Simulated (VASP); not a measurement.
# SiC (Pm-3m) in VASP: notebook, part 2 of 2

VASP 6.6.1. The steps go on from the part before.

## 5. Single point, LDA

INCAR

```
PREC     = Accurate       # precision mode
ENCUT    = 600            # plane-wave cutoff, eV
EDIFF    = 1E-6           # SCF threshold, eV
ISMEAR   = -1             # smearing method
SIGMA    = 0.02           # smearing width, eV
LREAL    = False          # projectors in reciprocal space
LASPH    = True           # aspherical terms in the spheres
NELM     = 120            # most SCF steps
ALGO     = Normal         # electronic algorithm
ISIF     = 2              # what is computed and relaxed
LWAVE    = False          # write WAVECAR
LCHARG   = False          # write CHGCAR
NBANDS   = 11             # bands
GGA_COMPAT= False
```

KPOINTS

```
Automatic mesh
0
Gamma
  6 6 6
```

POSCAR

```
SiC
1.0
    2.6201228651      0.0000000000      0.0000000000
    0.0000000000      2.6201228651      0.0000000000
    0.0000000000      0.0000000000      2.6201228651
Si C
1 1
Direct
    0.0000000000      0.0000000000      0.0000000000
    0.5000000000      0.5000000000      0.5000000000
```

Potentials or basis: VASP PAW LDA potentials, release 64 (Si, C).

Launch:

```bash
$ cat potpaw_LDA.64/Si/POTCAR potpaw_LDA.64/C/POTCAR > POTCAR
$ mpirun -np 1 vasp_std > vasp.out
```

OUTCAR:

```text
PREC = Accurate
   ENCUT = 600
   EDIFF = 1E-6
   ISMEAR = -1
   LREAL = False
   LASPH = True
   NELM = 120
   ISIF = 2

 ion  position               nearest neighbor table
   1  0.000  0.000  0.000-   2 2.27   2 2.27   2 2.27   2 2.27   2 2.27   2 2.27   2 2.27   2 2.27

   2  0.500  0.500  0.500-   1 2.27   1 2.27   1 2.27   1 2.27   1 2.27   1 2.27   1 2.27   1 2.27

  LATTYP: Found a simple cubic cell.
 ALAT       =     2.6201228651

  Lattice vectors:

 A1 = (   2.6201228651,   0.0000000000,   0.0000000000)
 A2 = (   0.0000000000,   2.6201228651,   0.0000000000)
 A3 = (   0.0000000000,   0.0000000000,   2.6201228651)

Analysis of symmetry for initial positions (statically):
=====================================================================
 Subroutine PRICEL returns:
 Original cell was already a primitive cell.

 Routine SETGRP: Setting up the symmetry group for a
 simple cubic supercell.

 Subroutine GETGRP returns: Found 48 space group operations
 (whereof 48 operations were pure point group operations)
 out of a pool of 48 trial point group operations.

The static configuration has the point symmetry O_h .

Analysis of symmetry for dynamics (positions and initial velocities):
=====================================================================
 Subroutine PRICEL returns:
 Original cell was already a primitive cell.

 Routine SETGRP: Setting up the symmetry group for a
 simple cubic supercell.

 Subroutine GETGRP returns: Found 48 space group operations
 (whereof 48 operations were pure point group operations)
 out of a pool of 48 trial point group operations.

The dynamic configuration has the point symmetry O_h .

 Subroutine INISYM returns: Found 48 space group operations
 (whereof 48 operations are pure point group operations),
 and found     1 'primitive' translations

----------------------------------------------------------------------------------------

                                     Primitive cell
[... 112 lines left out ...]
   LHFCALC =     F    Hartree Fock is set to
   AEXX    =    0.0000 exact exchange contribution
   IVDW    =     0    specifies the selected vdW correction
   LEPSILON=     F    determine dielectric tensor
   LRPA    =     F    only Hartree local field effects (RPA)
 non-spin polarized calculation
  energy-cutoff  :      600.00
  volume of cell :       17.99
 maximum number of plane-waves:       624
 NGX is ok and might be reduce to    24
   NGX = 11   NGY = 11   NGZ = 11

 number of electron       8.0000000 magnetization

 Free energy of the ion-electron system (eV)
  ---------------------------------------------------
  ext. energy  EPLUGINS =         0.00000000
  ---------------------------------------------------
  free energy    TOTEN  =       -12.53837427 eV

  energy without entropy =      -12.53660076  energy(sigma->0) =      -12.53748752

 E-fermi :  11.3868     XC(G=0): -12.5974

 val. band max:       11.3466673110   @ k =   0.5000   0.3333   0.1667
 cond. band min:      11.7085612599   @ k =   0.3333   0.0000   0.0000
 fundamental gap:      0.3618939490
 Fermi energy:        11.3868363355

 k-point     1 :       0.0000    0.0000    0.0000
  band No.  band energies     occupation
      1      -6.1682      2.00000
      2      10.3597      2.00000
      3      10.3597      2.00000
      4      10.3597      2.00000
      5      13.3939      0.00000
      6      16.4640      0.00000
      7      16.4640      0.00000
      8      24.3642      0.00000
      9      24.3642      0.00000
     10      24.3642      0.00000
     11      31.7699      0.00000
[... 253 lines left out ...]
 k-point    20 :       0.5000    0.5000    0.5000
  band No.  band energies     occupation
      1       4.7568      2.00000
      2       7.0066      2.00000
      3       7.0066      2.00000
      4       7.0066      2.00000
      5       9.9282      2.00000
      6       9.9282      2.00000
      7       9.9282      2.00000
      8      12.3386      0.00000
      9      31.1729      0.00000
     10      31.1729      0.00000
     11      31.1729      0.00000

------------------------ aborting loop because EDIFF is reached ----------------------------------------

  FORCE on cell =-STRESS in cart. coord.  units (eV):
  Direction    XX          YY          ZZ          XY          YZ          ZX
  --------------------------------------------------------------------------------------
  -------------------------------------------------------------------------------------
  Total       -0.3962876     -0.3962876     -0.3962876      0.0000000      0.0000000     -0.0000000
  in kB      -35.2984839    -35.2984839    -35.2984839      0.0000000      0.0000000     -0.0000000
  external PRESSURE =     -35.2984839 kB  Pullay stress =       0.0000000 kB

 VOLUME and BASIS-vectors are now :
 -----------------------------------------------------------------------------
  energy-cutoff  :      600.00
  volume of cell :       17.99
      direct lattice vectors                 reciprocal lattice vectors
     2.620122865  0.000000000  0.000000000     0.381661491  0.000000000  0.000000000
     0.000000000  2.620122865  0.000000000     0.000000000  0.381661491  0.000000000
     0.000000000  0.000000000  2.620122865     0.000000000  0.000000000  0.381661491

 POSITION                                       TOTAL-FORCE (eV/Angst)
 -----------------------------------------------------------------------------------
      0.00000      0.00000      0.00000         0.000000      0.000000      0.000000
      1.31006      1.31006      1.31006         0.000000      0.000000      0.000000
 -----------------------------------------------------------------------------------
    total drift:                                0.000000     -0.000000     -0.000000

  FREE ENERGIE OF THE ION-ELECTRON SYSTEM (eV)
  ---------------------------------------------------
  free  energy   TOTEN  =       -12.5383742708 eV

  energy  without entropy=      -12.5366007645  energy(sigma->0) =      -12.53748752
```

Wall time 3 s (1 thread of Intel Xeon 6975P-C, shared host); peak memory 0.12 GiB.

What came out:

- Free energy: -12.5384 eV
- Pressure: -3.5 GPa
- Band gap on the k mesh: zero (band 4 reaches 12.71 eV, above the bottom of band 5 at 9.07 eV)

Caveat: the k points lie up to 0.40 Å⁻¹ apart.

## 6. Single point, r2SCAN

POSCAR is that of step 5.

INCAR.step1

```
PREC     = Accurate       # precision mode
ENCUT    = 660            # plane-wave cutoff, eV
ISMEAR   = -1             # smearing method
SIGMA    = 0.02           # smearing width, eV
LREAL    = False          # projectors in reciprocal space
LASPH    = True           # aspherical terms in the spheres
NELM     = 120            # most SCF steps
NBANDS   = 11             # bands
GGA      = PE             # functional
ALGO     = Normal         # electronic algorithm
EDIFF    = 1E-5           # SCF threshold, eV
LWAVE    = True           # write WAVECAR
LCHARG   = False          # write CHGCAR
GGA_COMPAT= False
```

INCAR.step2

```
PREC     = Accurate       # precision mode
ENCUT    = 660            # plane-wave cutoff, eV
EDIFF    = 1E-6           # SCF threshold, eV
ISMEAR   = -1             # smearing method
SIGMA    = 0.02           # smearing width, eV
LREAL    = False          # projectors in reciprocal space
LASPH    = True           # aspherical terms in the spheres
NELM     = 120            # most SCF steps
ALGO     = Normal         # electronic algorithm
ISIF     = 2              # what is computed and relaxed
LWAVE    = False          # write WAVECAR
LCHARG   = True           # write CHGCAR
METAGGA  = R2SCAN         # meta-GGA
LMIXTAU  = True         
LELF     = True           # ELF
LVHAR    = True         
NBANDS   = 11             # bands
ISTART   = 1            
GGA_COMPAT= False
```

KPOINTS is that of step 5.

Potentials or basis: VASP PAW PBE potentials, release 64 (Si, C).

Launch:

```bash
$ cat potpaw_PBE.64/Si/POTCAR potpaw_PBE.64/C/POTCAR > POTCAR
$ cp INCAR.step1 INCAR
$ mpirun -np 1 vasp_std > vasp.out
$ cp INCAR.step2 INCAR
$ mpirun -np 1 vasp_std > vasp.out
```

OUTCAR:

```text
PREC = Accurate
   ENCUT = 660
   EDIFF = 1E-6
   ISMEAR = -1
   LREAL = False
   LASPH = True
   NELM = 120
   ISIF = 2
   METAGGA = R2SCAN
   ISTART = 1

 ion  position               nearest neighbor table
   1  0.000  0.000  0.000-   2 2.27   2 2.27   2 2.27   2 2.27   2 2.27   2 2.27   2 2.27   2 2.27

   2  0.500  0.500  0.500-   1 2.27   1 2.27   1 2.27   1 2.27   1 2.27   1 2.27   1 2.27   1 2.27

  LATTYP: Found a simple cubic cell.
 ALAT       =     2.6201228651

  Lattice vectors:

 A1 = (   2.6201228651,   0.0000000000,   0.0000000000)
 A2 = (   0.0000000000,   2.6201228651,   0.0000000000)
 A3 = (   0.0000000000,   0.0000000000,   2.6201228651)

Analysis of symmetry for initial positions (statically):
=====================================================================
 Subroutine PRICEL returns:
 Original cell was already a primitive cell.

 Routine SETGRP: Setting up the symmetry group for a
 simple cubic supercell.

 Subroutine GETGRP returns: Found 48 space group operations
 (whereof 48 operations were pure point group operations)
 out of a pool of 48 trial point group operations.

The static configuration has the point symmetry O_h .

Analysis of symmetry for dynamics (positions and initial velocities):
=====================================================================
 Subroutine PRICEL returns:
 Original cell was already a primitive cell.

 Routine SETGRP: Setting up the symmetry group for a
 simple cubic supercell.

 Subroutine GETGRP returns: Found 48 space group operations
 (whereof 48 operations were pure point group operations)
 out of a pool of 48 trial point group operations.

The dynamic configuration has the point symmetry O_h .

 Subroutine INISYM returns: Found 48 space group operations
 (whereof 48 operations are pure point group operations),
 and found     1 'primitive' translations

[... 114 lines left out ...]
   METAGGA = R2SCAN    functional components
   LHFCALC =     F    Hartree Fock is set to
   AEXX    =    0.0000 exact exchange contribution
   IVDW    =     0    specifies the selected vdW correction
   LEPSILON=     F    determine dielectric tensor
   LRPA    =     F    only Hartree local field effects (RPA)
 non-spin polarized calculation
  energy-cutoff  :      660.00
  volume of cell :       17.99
 maximum number of plane-waves:       739
 NGX is ok and might be reduce to    24
   NGX = 11   NGY = 11   NGZ = 11

 number of electron       8.0000000 magnetization

 Free energy of the ion-electron system (eV)
  ---------------------------------------------------
  ext. energy  EPLUGINS =         0.00000000
  ---------------------------------------------------
  free energy    TOTEN  =       -14.67725129 eV

  energy without entropy =      -14.67587072  energy(sigma->0) =      -14.67656101

 E-fermi :  11.4505     XC(G=0): -13.4445

 val. band max:       11.4272231097   @ k =   0.3333   0.3333   0.0000
 cond. band min:      11.7756942739   @ k =   0.3333   0.0000   0.0000
 fundamental gap:      0.3484711641
 Fermi energy:        11.4504723985

 k-point     1 :       0.0000    0.0000    0.0000
  band No.  band energies     occupation
      1      -7.3450      2.00000
      2      10.3349      2.00000
      3      10.3349      2.00000
      4      10.3349      2.00000
      5      13.5594      0.00000
      6      16.7076      0.00000
      7      16.7076      0.00000
      8      25.6474      0.00000
      9      25.6474      0.00000
     10      25.6474      0.00000
     11      33.0690      0.00000
[... 253 lines left out ...]
 k-point    20 :       0.5000    0.5000    0.5000
  band No.  band energies     occupation
      1       3.9031      2.00000
      2       6.7763      2.00000
      3       6.7763      2.00000
      4       6.7763      2.00000
      5       9.8235      2.00000
      6       9.8235      2.00000
      7       9.8235      2.00000
      8      13.0247      0.00000
      9      32.7728      0.00000
     10      32.7728      0.00000
     11      32.7728      0.00000

------------------------ aborting loop because EDIFF is reached ----------------------------------------

  FORCE on cell =-STRESS in cart. coord.  units (eV):
  Direction    XX          YY          ZZ          XY          YZ          ZX
  --------------------------------------------------------------------------------------
  -------------------------------------------------------------------------------------
  Total       -0.0352893     -0.0352893     -0.0352893      0.0000000      0.0000000      0.0000000
  in kB       -3.1433226     -3.1433226     -3.1433226      0.0000000      0.0000000      0.0000000
  external PRESSURE =      -3.1433226 kB  Pullay stress =       0.0000000 kB

 VOLUME and BASIS-vectors are now :
 -----------------------------------------------------------------------------
  energy-cutoff  :      660.00
  volume of cell :       17.99
      direct lattice vectors                 reciprocal lattice vectors
     2.620122865  0.000000000  0.000000000     0.381661491  0.000000000  0.000000000
     0.000000000  2.620122865  0.000000000     0.000000000  0.381661491  0.000000000
     0.000000000  0.000000000  2.620122865     0.000000000  0.000000000  0.381661491

 POSITION                                       TOTAL-FORCE (eV/Angst)
 -----------------------------------------------------------------------------------
      0.00000      0.00000      0.00000         0.000000      0.000000      0.000000
      1.31006      1.31006      1.31006         0.000000      0.000000      0.000000
 -----------------------------------------------------------------------------------
    total drift:                                0.000000     -0.000000     -0.000000

  FREE ENERGIE OF THE ION-ELECTRON SYSTEM (eV)
  ---------------------------------------------------
  free  energy   TOTEN  =       -14.6772512888 eV

  energy  without entropy=      -14.6758707230  energy(sigma->0) =      -14.67656101
```

OUTCAR.step1:

```text
PREC = Accurate
   ENCUT = 660
   ISMEAR = -1
   LREAL = False
   LASPH = True
[... 495 lines left out ...]
      0.00000      0.00000      0.00000         0.000000      0.000000      0.000000
      1.31006      1.31006      1.31006         0.000000      0.000000      0.000000
 -----------------------------------------------------------------------------------
    total drift:                                0.000000     -0.000000     -0.000000

  FREE ENERGIE OF THE ION-ELECTRON SYSTEM (eV)
  ---------------------------------------------------
  free  energy   TOTEN  =       -10.9459659662 eV

  energy  without entropy=      -10.9440646883  energy(sigma->0) =      -10.94501533
```

It took 13 s on 1 thread of Intel Xeon 6975P-C, shared host; peak memory 0.14 GiB.

What came out:

- Free energy: -14.6773 eV
- Pressure: -0.3 GPa
- Band gap on the k mesh: zero (band 4 reaches 12.84 eV, above the bottom of band 5 at 8.89 eV)

Caveat: the k points lie up to 0.40 Å⁻¹ apart; the PAW data sets were made with another functional, which shifts forces and pressure a little.

## 7. Overview

```csv
level,potentials or basis,k mesh,cutoff (eV),gap on the mesh (eV),pressure (GPa)
PBE,"VASP PAW PBE potentials, release 64 (Si, C)",8 × 8 × 8,520,none,4.1
r2SCAN,"VASP PAW PBE potentials, release 64 (Si, C)",8 × 8 × 8,520,none,0.3
LDA,"VASP PAW LDA potentials, release 64 (Si, C)",4 × 4 × 4,600,none,-3.4
LDA,"VASP PAW LDA potentials, release 64 (Si, C)",6 × 6 × 6,600,none,-3.5
r2SCAN,"VASP PAW PBE potentials, release 64 (Si, C)",6 × 6 × 6,660,none,-0.3
```

Alike in all rows: task single point; no spin polarisation; cell as given; smearing fermi-dirac 0.02 eV.

Caveats: some runs use coarse meshes; the PAW data sets were made with another functional, which shifts forces and pressure a little (some runs).

Total energies depend on the potentials used, so only differences within one code and one set of settings carry meaning.
